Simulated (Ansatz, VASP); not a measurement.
# Two plane-wave programs on BeS5

The input INCAR:

```
SYSTEM = BeS5
PREC     = Accurate       ! precision mode
ENCUT    = 520            ! plane-wave cutoff, eV
EDIFF    = 1E-6           ! SCF threshold, eV
ISMEAR   = 0              ! smearing method
SIGMA    = 0.1            ! smearing width, eV
LREAL    = .False.        ! projectors in reciprocal space
LASPH    = .True.         ! aspherical terms in the spheres
NELM     = 80             ! most SCF steps
ALGO     = Normal         ! electronic algorithm
ISIF     = 2              ! what is computed and relaxed
LWAVE    = .False.        ! write WAVECAR
LCHARG   = .False.        ! write CHGCAR
GGA      = PE             ! functional
NBANDS   = 25             ! bands
```

The input KPOINTS:

```
regular mesh
0
Gamma
  6 6 4
  0 0 0
```

File POSCAR:

```
BeS5
1.0
    5.4319325900      0.0000000000      0.0000000000
   -2.7159663000      4.7041916200      0.0000000000
    0.0000000000      0.0000000000      5.9858268700
Be S
1 5
Direct
    0.0000000000      0.0000000000      0.5000000000
    0.3333333300      0.6666666700      0.3399557700
    0.6666666700      0.3333333300      0.3399557700
    0.6666666700      0.3333333300      0.6600442300
    0.3333333300      0.6666666700      0.6600442300
    0.0000000000      0.0000000000      0.0000000000
```

Input for Ansatz:

```yaml
crystal:
  lattice:
    - [5.43193259, 0.0, 0.0]
    - [-2.7159663, 4.70419162, 0.0]
    - [0.0, 0.0, 5.98582687]
  atoms:
    - { symbol: Be, position: [0.0, 0.0, 0.5] }
    - { symbol: S, position: [0.33333333, 0.66666667, 0.33995577] }
    - { symbol: S, position: [0.66666667, 0.33333333, 0.33995577] }
    - { symbol: S, position: [0.66666667, 0.33333333, 0.66004423] }
    - { symbol: S, position: [0.33333333, 0.66666667, 0.66004423] }
    - { symbol: S, position: [0.0, 0.0, 0.0] }
basis:
  ecutwfc: 420
kpoints:
  mp_grid: { grid: [6, 6, 4] }
hamiltonian:
  xc: pbe
scf:
  occupations: { method: gaussian, width: 0.1 }
  lower_state_search: "off"
output:
  forces: true
  stress: true
  eigenvalues: true
```

Alike in both runs: task single point; functional PBE; k mesh 6 × 6 × 4; occupations gaussian, width 0.1 eV; no spin polarisation.

|  | VASP | Ansatz |
| --- | --- | --- |
| version | VASP 6.6.1 | Ansatz 0.2.0 |
| potentials or method | VASP PAW PBE potentials, release 64 (Be, S), cutoff 520 eV | scalar-relativistic, plane waves, PAW |
| valence electrons in the cell | 32 | 32 |

VASP gave:

| Item | Value |
| --- | --- |
| gap on the k mesh at the Fermi level (eV) | none |
| pressure (GPa) | -5.1 |
| traceless stress, the component that is largest in VASP (GPa) | -3.08 |
| rms of the force components (eV/Å) | 0.113 |

Question: What did Ansatz give for the same quantities?

Answer: gap on the k mesh at the Fermi level (eV): none; pressure (GPa): -4.8; traceless stress, the component that is largest in VASP (GPa): -2.48; rms of the force components (eV/Å): 0.222.

Atom by atom the forces differ by 0.108 eV/Å (rms over components). A gap of «none» marks a metal or a gap that the smearing closes.
